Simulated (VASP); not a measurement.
# Ge2As3 (Pmmm) in VASP: single point with PBE

Aim: the single point of Ge2As3 with PBE.

Everything below comes from runs of VASP 6.6.1. Logs are shortened: lines on timing, memory, paths and dates and some standing lists are left out, and cuts for length are marked.

### Step 1. The cell of the first run

The typed cell holds 5 atoms: a = 5.249 Å, b = 5.031 Å, c = 5.256 Å, α = 90.00°, β = 90.00°, γ = 90.00°.

The cell was generated, and may not be a known phase.

### Step 2. Single point, PBE

The input, INCAR:

```
SYSTEM = Ge2As3
  PREC = Accurate
  ENCUT = 520
  EDIFF = 1E-6
  ISMEAR = 0
  SIGMA = 0.1
  LREAL = .FALSE.
  LASPH = .TRUE.
  NELM = 60
  ALGO = Normal
  ISIF = 2
  LWAVE = .FALSE.
  LCHARG = .FALSE.
  GGA = PE
  NBANDS = 30
```

The input, KPOINTS:

```
Automatic mesh
0
G
  8 8 8
  0 0 0
```

The input, POSCAR:

```
Ge2As3
1.0
    5.2491008490      0.0000000000      0.0000000000
    0.0000000000      5.0311380028      0.0000000000
    0.0000000000      0.0000000000      5.2557095765
Ge As
2 3
Direct
    0.5000000000      0.5000000000      0.5000000000
    0.5000000000      0.0000000000      0.5000000000
    0.0000000000      0.0000000000      0.5000000000
    0.5000000000      0.0000000000      0.0000000000
    0.0000000000      0.0000000000      0.0000000000
```

Potentials or basis: VASP PAW PBE potentials, release 64 (Ge_d, As).

Launch:

```sh
$ cat potpaw_PBE.64/Ge_d/POTCAR potpaw_PBE.64/As/POTCAR > POTCAR
$ mpirun -np 1 vasp_std > vasp.out
```

OUTCAR:

```text
SYSTEM = Ge2As3
   PREC = Accurate
   ENCUT = 520
   EDIFF = 1E-6
   ISMEAR = 0
   LREAL = .FALSE.
   LASPH = .TRUE.
   NELM = 60
   ISIF = 2
   GGA = PE

 ion  position               nearest neighbor table
   1  0.500  0.500  0.500-   2 2.52   2 2.52
   2  0.500  0.000  0.500-   1 2.52   1 2.52   3 2.62   3 2.62   4 2.63   4 2.63
   3  0.000  0.000  0.500-   2 2.62   2 2.62   5 2.63   5 2.63
   4  0.500  0.000  0.000-   5 2.62   5 2.62   2 2.63   2 2.63
   5  0.000  0.000  0.000-   4 2.62   4 2.62   3 2.63   3 2.63

  LATTYP: Found a simple orthorhombic cell.
 ALAT       =     5.0311380028
 B/A-ratio  =     1.0433227723
 C/A-ratio  =     1.0446363375

  Lattice vectors:

 A1 = (   0.0000000000,  -5.0311380028,   0.0000000000)
 A2 = (   5.2491008490,   0.0000000000,   0.0000000000)
 A3 = (   0.0000000000,   0.0000000000,   5.2557095765)

Analysis of symmetry for initial positions (statically):
=====================================================================
 Subroutine PRICEL returns:
 Original cell was already a primitive cell.

 Routine SETGRP: Setting up the symmetry group for a
 simple orthorhombic supercell.

 Subroutine GETGRP returns: Found  8 space group operations
 (whereof  8 operations were pure point group operations)
 out of a pool of  8 trial point group operations.

The static configuration has the point symmetry D_2h.

Analysis of symmetry for dynamics (positions and initial velocities):
=====================================================================
 Subroutine PRICEL returns:
 Original cell was already a primitive cell.

 Routine SETGRP: Setting up the symmetry group for a
 simple orthorhombic supercell.

 Subroutine GETGRP returns: Found  8 space group operations
 (whereof  8 operations were pure point group operations)
 out of a pool of  8 trial point group operations.

The dynamic configuration has the point symmetry D_2h.

 Subroutine INISYM returns: Found  8 space group operations
 (whereof  8 operations are pure point group operations),
 and found     1 'primitive' translations

----------------------------------------------------------------------------------------

                                     Primitive cell

  volume of cell :     138.7978

  direct lattice vectors                    reciprocal lattice vectors
     5.249100849  0.000000000  0.000000000     0.190508818  0.000000000  0.000000000
     0.000000000  5.031138003  0.000000000     0.000000000  0.198762188  0.000000000
     0.000000000  0.000000000  5.255709577     0.000000000  0.000000000  0.190269265

  length of vectors
     5.249100849  5.031138003  5.255709577     0.190508818  0.198762188  0.190269265

  position of ions in fractional coordinates (direct lattice)
     0.500000000  0.500000000  0.500000000
     0.500000000  0.000000000  0.500000000
     0.000000000  0.000000000  0.500000000
     0.500000000  0.000000000  0.000000000
     0.000000000  0.000000000  0.000000000

  ion indices of the primitive-cell ions
   primitive index   ion index
                 1           1
                 2           2
                 3           3
                 4           4
                 5           5

----------------------------------------------------------------------------------------

 KPOINTS: Automatic mesh

Automatic generation of k-mesh.
 Grid dimensions read from file:
 generate k-points for:    8    8    8

 Generating k-lattice:

  Cartesian coordinates                     Fractional coordinates (reciprocal lattice)
     0.023813602  0.000000000  0.000000000     0.125000000  0.000000000  0.000000000
     0.000000000  0.024845274  0.000000000     0.000000000  0.125000000  0.000000000
     0.000000000  0.000000000  0.023783658     0.000000000  0.000000000  0.125000000

  Length of vectors
     0.023813602  0.024845274  0.023783658

  Shift w.r.t. Gamma in fractional coordinates (k-lattice)
     0.000000000  0.000000000  0.000000000

 Subroutine IBZKPT returns following result:
 ===========================================

 Found    125 irreducible k-points:

 Following reciprocal coordinates:
            Coordinates               Weight
  0.000000  0.000000  0.000000      1.000000
  0.125000  0.000000  0.000000      2.000000
  0.250000  0.000000  0.000000      2.000000
  0.375000  0.000000  0.000000      2.000000
  0.500000  0.000000  0.000000      1.000000
  0.000000  0.125000  0.000000      2.000000
[... 16 lines left out ...]
  0.250000  0.500000  0.000000      2.000000
  0.375000  0.500000  0.000000      2.000000
 [... further k-points ...]
   k-points           NKPTS =    125   k-points in BZ     NKDIM =    125   number of bands    NBANDS=     30
   number of dos      NEDOS =    301   number of ions     NIONS =      5
   total plane-waves  NPLWV =  64000
   dimension x,y,z NGX =    40 NGY =   40 NGZ =   40
   dimension x,y,z NGXF=    80 NGYF=   80 NGZF=   80
   ions per type =               2   3
   NGX,Y,Z   is equivalent  to a cutoff of  12.67, 13.22, 12.65 a.u.
   NGXF,Y,Z  is equivalent  to a cutoff of  25.34, 26.43, 25.31 a.u.
 SYSTEM =  Ge2As3
   PREC   = accura    normal or accurate (medium, high low for compatibility)
   ISTART =      0    job   : 0-new  1-cont  2-samecut
   ICHARG =      2    charge: 1-file 2-atom 10-const
   ISPIN  =      1    spin polarized calculation?
   LNONCOLLINEAR =      F non collinear calculations
   LSORBIT =      F    spin-orbit coupling
   LASPH  =      T    aspherical Exc in radial PAW
   ENCUT  =  520.0 eV  38.22 Ry    6.18 a.u.   9.76  9.35  9.77*2*pi/ulx,y,z
   NELM   =     60;   NELMIN=  2; NELMDL= -5     # of ELM steps
   EDIFF  = 0.1E-05   stopping-criterion for ELM
   LREAL  =      F    real-space projection
   EDIFFG = 0.1E-04   stopping-criterion for IOM
   NSW    =      0    number of steps for IOM
   IBRION =     -1    ionic relax: 0-MD 1-quasi-New 2-CG
   NFREE  =      0    steps in history (QN), initial steepest desc. (CG)
   ISIF   =      2    stress and relaxation
   ISYM   =      2    0-nonsym 1-usesym 2-fastsym
   POTIM  = 0.5000    time-step for ionic-motion
   TEBEG  =    0.0;   TEEND  =   0.0 temperature during run
   PSTRESS=    0.0 pullay stress
   NELECT =      43.0000    total number of electrons
   NUPDOWN=      -1.0000    fix difference up-down
   EMIN   =  10.00;   EMAX   =-10.00  energy-range for DOS
   EFERMI =   0.00;   METHOD = LEGACY
   ISMEAR =     0;   SIGMA  =   0.10  broadening in eV -4-tet -1-fermi 0-gaus
   EFERMI_NEDOS =   21; number of points for ismear=-14 and -15
   IALGO  =     38    algorithm
   IMIX   =      4    mixing-type and parameters
     AMIX     =   0.40;   BMIX     =  1.00
     AMIX_MAG =   1.60;   BMIX_MAG =  1.00
  volume/ion in A,a.u.               =      27.76       187.33
  Fermi-wavevector in a.u.,A,eV,Ry     =   1.107737  2.093320 16.695466  1.227082
  Thomas-Fermi vector in A             =   2.244256
   LORBIT       =      0    0 simple, 1 ext, 2 COOP (PROOUT), +10 PAW based schemes
   GGA     = PE    functional components
   LHFCALC =     F    Hartree Fock is set to
   AEXX    =    0.0000 exact exchange contribution
   IVDW    =     0    specifies the selected vdW correction
   LEPSILON=     F    determine dielectric tensor
   LRPA    =     F    only Hartree local field effects (RPA)
 non-spin polarized calculation
 Gauss-broadening in eV      SIGMA  =   0.10
  energy-cutoff  :      520.00
  volume of cell :      138.80
 maximum number of plane-waves:      3775
 NGX is ok and might be reduce to    40
   NGX = 19   NGY = 19   NGZ = 19

 number of electron      43.0000001 magnetization

 Free energy of the ion-electron system (eV)
  ---------------------------------------------------
  ext. energy  EPLUGINS =         0.00000000
  ---------------------------------------------------
  free energy    TOTEN  =       -20.00874548 eV

  energy without entropy =      -19.98949232  energy(sigma->0) =      -19.99911890

 E-fermi :   2.9129     XC(G=0):  -8.7732

 val. band max:        2.9102032879   @ k =   0.5000   0.3750   0.2500
 cond. band min:       2.9157644068   @ k =   0.2500   0.2500   0.5000
 fundamental gap:      0.0055611189
 Fermi energy:         2.9129317389

 k-point     1 :       0.0000    0.0000    0.0000
  band No.  band energies     occupation
      1     -22.3972      2.00000
      2     -22.3962      2.00000
      3     -22.3607      2.00000
      4     -22.3118      2.00000
      5     -22.3117      2.00000
      6     -21.7813      2.00000
[... 22 lines left out ...]
     29       7.8989      0.00000
     30       8.9276      0.00000

 k-point     2 :       0.1250    0.0000    0.0000
  band No.  band energies     occupation
      1     -22.3972      2.00000
      2     -22.3962      2.00000
      3     -22.3607      2.00000
      4     -22.3118      2.00000
      5     -22.3117      2.00000
      6     -21.7812      2.00000
[... 22 lines left out ...]
     29       8.2837      0.00000
     30       8.6492      0.00000

 k-point     3 :       0.2500    0.0000    0.0000
  band No.  band energies     occupation
      1     -22.3972      2.00000
      2     -22.3962      2.00000
      3     -22.3607      2.00000
      4     -22.3118      2.00000
      5     -22.3117      2.00000
      6     -21.7810      2.00000
[... 22 lines left out ...]
     29       8.1635      0.00000
     30       9.2880      0.00000

 k-point     4 :       0.3750    0.0000    0.0000
  band No.  band energies     occupation
      1     -22.3972      2.00000
      2     -22.3961      2.00000
      3     -22.3607      2.00000
      4     -22.3118      2.00000
      5     -22.3117      2.00000
      6     -21.7808      2.00000
[... 22 lines left out ...]
     29       8.4519      0.00000
     30       9.3566      0.00000

 k-point     5 :       0.5000    0.0000    0.0000
  band No.  band energies     occupation
      1     -22.3972      2.00000
      2     -22.3961      2.00000
      3     -22.3607      2.00000
      4     -22.3118      2.00000
      5     -22.3117      2.00000
      6     -21.7807      2.00000
[... 22 lines left out ...]
     29       8.6367      0.00000
     30       9.2183      0.00000
[... 526 lines left out ...]
     29       9.4504      0.00000
     30       9.5810      0.00000

 k-point    22 :       0.1250    0.5000    0.0000
  band No.  band energies     occupation
      1     -22.3971      2.00000
      2     -22.3960      2.00000
      3     -22.3033      2.00000
      4     -22.3032      2.00000
      5     -22.3002      2.00000
      6     -21.7866      2.00000
[... 22 lines left out ...]
     29       9.1050      0.00000
     30       9.6633      0.00000

 k-point    23 :       0.2500    0.5000    0.0000
  band No.  band energies     occupation
      1     -22.3971      2.00000
      2     -22.3960      2.00000
      3     -22.3033      2.00000
      4     -22.3032      2.00000
      5     -22.3002      2.00000
      6     -21.7865      2.00000
[... 22 lines left out ...]
     29       8.5376      0.00000
     30       9.8494      0.00000

 k-point    24 :       0.3750    0.5000    0.0000
  band No.  band energies     occupation
      1     -22.3971      2.00000
      2     -22.3960      2.00000
      3     -22.3033      2.00000
      4     -22.3033      2.00000
      5     -22.3002      2.00000
      6     -21.7864      2.00000
[... 22 lines left out ...]
     29       8.1167      0.00000
     30       9.7916      0.00000

 [... further k-points ...]
[... 5 lines left out ...]
  --------------------------------------------------------------------------------------
  -------------------------------------------------------------------------------------
  Total        0.1279783      0.0208985      0.0799181      0.0000000      0.0000000      0.0000000
  in kB        1.4772849      0.2412368      0.9225146      0.0000000      0.0000000      0.0000000
  external PRESSURE =       0.8803454 kB  Pullay stress =       0.0000000 kB

 VOLUME and BASIS-vectors are now :
 -----------------------------------------------------------------------------
  energy-cutoff  :      520.00
  volume of cell :      138.80
      direct lattice vectors                 reciprocal lattice vectors
     5.249100849  0.000000000  0.000000000     0.190508818  0.000000000  0.000000000
     0.000000000  5.031138003  0.000000000     0.000000000  0.198762188  0.000000000
     0.000000000  0.000000000  5.255709577     0.000000000  0.000000000  0.190269265

 POSITION                                       TOTAL-FORCE (eV/Angst)
 -----------------------------------------------------------------------------------
      2.62455      2.51557      2.62785         0.000000      0.000000      0.000000
      2.62455      0.00000      2.62785         0.000000      0.000000      0.000000
      0.00000      0.00000      2.62785         0.000000      0.000000      0.000000
      2.62455      0.00000      0.00000         0.000000      0.000000      0.000000
      0.00000      0.00000      0.00000         0.000000      0.000000      0.000000
 -----------------------------------------------------------------------------------
    total drift:                               -0.000000      0.000000     -0.000000

  FREE ENERGIE OF THE ION-ELECTRON SYSTEM (eV)
  ---------------------------------------------------
  free  energy   TOTEN  =       -20.0087454764 eV

  energy  without entropy=      -19.9894923184  energy(sigma->0) =      -19.99911890
```

Wall time 5.5 min (1 thread of Intel Xeon Platinum 8259CL at 2.50GHz (Skylake/Cascade Lake), shared host); peak memory 0.54 GiB.

Results:

```
Free energy            : -20.0087 eV
Pressure               : 0.1 GPa
Band gap on the k mesh : zero (an odd number of electrons rules out a gap without spin polarisation)
```

Stress tensor (GPa, compression positive):
```
0.15 0.00 0.00
0.00 0.02 0.00
0.00 0.00 0.09
```
